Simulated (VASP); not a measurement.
KCl:

```
CELL_PARAMETERS angstrom
4.28380 0.00000 0.00000
-2.14190 3.70988 0.00000
0.00000 0.00000 6.98260
ATOMIC_POSITIONS crystal
K 0.00000 0.00000 0.00000
K 0.00000 0.00000 0.50000
Cl 0.33333 0.66667 0.25000
Cl 0.66667 0.33333 0.75000
```

| Property | Result |
| --- | --- |
| Program | VASP 6.6.1 |
| Task | relaxation of cell and atoms |
| Functional | PBEsol |
| Potentials or basis | VASP PAW PBE potentials, release 64 (K_sv, Cl) |
| Cutoff | 600 eV |
| k mesh | 6 × 6 × 4 |
| Occupations | fermi-dirac, width 0.03 eV |
| Spin | no spin polarisation |

At the start: pressure 2.4 GPa; volume 27.74 Å³/atom.

Task: Where does the relaxation end?

Result: Over 8 steps the energy falls by 28.6 meV/atom and the volume is 30.67 Å³/atom (+10.5 %); space group P6_3/mmc (No. 194, to 0.1 Å) before and after.

Step by step:
| step | energy change (eV) | largest force (eV/Å) | pressure (GPa) | volume (Å³) |
| --- | --- | --- | --- | --- |
| 1 | 0.0000 | 0.0000 | 2.40 | 110.97 |
| 2 | -0.0804 | 0.0000 | 0.86 | 117.76 |
| 3 | -0.0986 | 0.0000 | -0.49 | 126.29 |
| 4 | -0.1011 | 0.0000 | -0.21 | 124.22 |
| 5 | -0.1011 | 0.0000 | -0.17 | 123.95 |
| 6 | -0.1071 | 0.0000 | -0.14 | 123.63 |
| 7 | -0.1145 | 0.0000 | -0.04 | 122.64 |
| 8 | -0.1145 | 0.0000 | -0.05 | 122.66 |

Final structure:
```cif
data_structure
_symmetry_space_group_name_H-M 'P 1'
_symmetry_Int_Tables_number 1
_cell_length_a 4.3186
_cell_length_b 4.3186
_cell_length_c 7.5944
_cell_angle_alpha 90.000
_cell_angle_beta 90.000
_cell_angle_gamma 120.000
_cell_volume 122.66
loop_
_atom_site_label
_atom_site_type_symbol
_atom_site_fract_x
_atom_site_fract_y
_atom_site_fract_z
_atom_site_occupancy
K1 K 0.00000 0.00000 0.00000 1
K2 K 0.00000 0.00000 0.50000 1
Cl1 Cl 0.33333 0.66667 0.25000 1
Cl2 Cl 0.66667 0.33333 0.75000 1
```

Caveat: the PAW data sets were made with another functional, which shifts forces and pressure a little.
